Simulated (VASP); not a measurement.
Tc, 1 atom in the cell. The structure is cubic, space group Fm-3m (No. 225). The conventional cell has a = 3.900 Å, b = 3.900 Å, c = 3.900 Å, α = 90.00°, β = 90.00°, γ = 90.00°. Tc (site symmetry m-3m) has 12 Tc at 2.76 Å within 3.6 Å. 

| Property | Result |
| --- | --- |
| Program | VASP 6.6.1 |
| Task | single point |
| Functional | LDA |
| Potentials or basis | VASP PAW LDA potentials, release 64 (Tc_pv) |
| Cutoff | 520 eV |
| k mesh | 10 × 10 × 10 |
| Occupations | gaussian, width 0.025 eV |
| Spin | no spin polarisation |
| Dipole correction | no |
| Further INCAR settings | ALGO = Fast; EDIFF = 1e-07; NBANDS = 12 |

Potentials or basis: VASP PAW LDA potentials, release 64 (Tc_pv).

The run is started by

```console
$ cat potpaw_LDA.64/Tc_pv/POTCAR > POTCAR
$ mpirun -np 1 vasp_std > vasp.out
```

Hardware: 1 thread of AMD EPYC 7571 (shared host).

Question: Estimate the wall time of this run.

Answer: Run time: 27 s on 1 thread of AMD EPYC 7571, with other jobs on the host, peak memory 0.1 GiB. Counts: scf iterations 13, k points 47.
